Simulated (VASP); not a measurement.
Input of a VASP 6.6.1 run:

File INCAR:

```
  PREC = Accurate
  ENCUT = 520
  EDIFF = 1E-6
  ISMEAR = -1
  SIGMA = 0.05
  LREAL = F
  LASPH = T
  NELM = 80
  ALGO = Normal
  ISIF = 2
  LWAVE = F
  LCHARG = F
  GGA = PS
  NBANDS = 13
```

KPOINTS

```
Automatic mesh
0
Gamma
  12 12 12
```

The input POSCAR:

```
W
1.0
    0.0000000000      2.0795316087      2.0795316087
    2.0795316087      0.0000000000      2.0795316087
    2.0795316087      2.0795316087      0.0000000000
W
1
Direct
    0.0000000000      0.0000000000      0.0000000000
```

Potentials or basis: VASP PAW PBE potentials, release 64 (W_sv).

Command:

```console
$ cat potpaw_PBE.64/W_sv/POTCAR > POTCAR
$ mpirun -np 1 vasp_std > vasp.out
```

Task: What does it give for the band gap on the k mesh?

Result: Zero (bands 7 and 8 overlap by 3.07 eV).

Task: What does it give for the pressure?

Result: -28.0 GPa.

Caveat: the cell stands under tension; the PAW data sets were made with another functional, which shifts forces and pressure a little; spin-orbit coupling is left out, which moves the levels of the heavy elements.
